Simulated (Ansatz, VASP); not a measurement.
## One calculation of SnTe, two programs

```
CELL_PARAMETERS angstrom
0.00000 3.18581 3.18581
3.18581 0.00000 3.18581
3.18581 3.18581 0.00000
ATOMIC_POSITIONS crystal
Sn 0.00000 0.00000 0.00000
Te 0.50000 0.50000 0.50000
```

Alike in both runs: task single point; functional PBE; k mesh 6 × 6 × 6; occupations gaussian, width 0.1 eV; no spin polarisation.

|  | VASP | Ansatz |
| --- | --- | --- |
| version | VASP 6.6.1 | Ansatz 0.2.0 |
| potentials or method | VASP PAW PBE potentials, release 64 (Sn_d, Te), cutoff 500 eV | scalar-relativistic, plane waves, PAW |
| valence electrons in the cell | 20 | 30 |

```csv
,VASP,Ansatz,Ansatz less VASP
gap on the k mesh at the Fermi level (eV),none,none,-
pressure (GPa),0.7,0.8,+0.07
```

A gap of «none» marks a metal or a gap that the smearing closes. VASP's potentials hold 20 valence electrons a cell and Ansatz's 30, so a difference there can come from the potentials and not from the codes.

Spin-orbit coupling is off throughout.
